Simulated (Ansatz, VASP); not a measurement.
**PbS: VASP beside Ansatz**

INCAR

```
PREC = Accurate
ENCUT = 520
EDIFF = 1E-7
ISMEAR = -1
SIGMA = 0.02
LREAL = False
LASPH = True
NELM = 80
ALGO = Normal
ISIF = 2
LWAVE = False
LCHARG = True
LELF = True
LVHAR = True
NBANDS = 17
```

Contents of KPOINTS:

```
regular mesh
0
Gamma
  8 8 8
```

The input POSCAR:

```
PbS
1.0
    3.6351319672      0.0000000000      0.0000000000
    0.0000000000      3.6351319672      0.0000000000
    0.0000000000      0.0000000000      3.6351319672
Pb S
1 1
Direct
    0.0000000000      0.0000000000      0.0000000000
    0.5000000000      0.5000000000      0.5000000000
```

Input for Ansatz:

```yaml
crystal:
  lattice:
    - [3.6351319672, 0.0, 0.0]
    - [0.0, 3.6351319672, 0.0]
    - [0.0, 0.0, 3.6351319672]
  atoms:
    - { symbol: Pb, position: [0.0, 0.0, 0.0] }
    - { symbol: S, position: [0.5, 0.5, 0.5] }
kpoints:
  mp_grid: { grid: [8, 8, 8] }
  band_path:
    path:
      - [0.0, 0.0, 0.0]
      - [0.0, 0.5, 0.0]
      - [0.5, 0.5, 0.0]
      - [0.5, 0.5, 0.5]
      - [0.125, 0.125, 0.25]
    npoints: 1
hamiltonian:
  xc: lda
scf:
  occupations: { method: fermi_dirac, width: 0.02 }
  n_extra_bands: 4
output:
  forces: true
  stress: true
  eigenvalues: true
```

Alike in both runs: task single point; functional LDA; k mesh 8 × 8 × 8; occupations fermi-dirac, width 0.02 eV; no spin polarisation.

|  | VASP | Ansatz |
| --- | --- | --- |
| version | VASP 6.6.1 | Ansatz 0.2.0 |
| potentials or method | VASP PAW LDA potentials, release 64 (Pb_d, S) | plane waves, PAW |
| plane-wave cutoff (eV) | 520 | 420 |
| valence electrons in the cell | 20 | 20 |

|  | VASP | Ansatz | Ansatz less VASP |
| --- | --- | --- | --- |
| pressure (GPa) | -4.5 | -4.6 | -0.03 |

LDA's correlation is that of Perdew and Zunger in VASP and of Perdew and Wang (1992) in Ansatz.

Spin-orbit coupling is off throughout.
